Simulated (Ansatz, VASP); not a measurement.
# TiC in VASP and in Ansatz

```
Ti C
1.0
     0.00000    2.16400    2.14236
     2.16400    0.00000    2.14236
     2.16400    2.16400    0.00000
Ti C
1 1
Direct
  0.00000 0.00000 0.00000
  0.50000 0.50000 0.50000
```

Change from the starting cell: zz strain of -1 %.

Alike in both runs: task single point; functional PBEsol; k mesh 16 × 16 × 16; occupations fermi-dirac, width 0.03 eV; no spin polarisation.

|  | VASP | Ansatz |
| --- | --- | --- |
| version | VASP 6.6.1 | Ansatz 0.2.0 |
| potentials or method | VASP PAW PBE potentials, release 64 (Ti_sv, C), cutoff 520 eV | all-electron LAPW, scalar-relativistic |

Ansatz gave:

* pressure (GPa): -3.7
* traceless stress, the component that is largest in VASP (GPa): 2.64

Q: Which values does VASP return?

A: Pressure (GPa): -3.4; traceless stress, the component that is largest in VASP (GPa): 2.65.

VASP's potentials were made for PBE, not for PBEsol. Ansatz ran all-electron here, and VASP with PAW potentials.
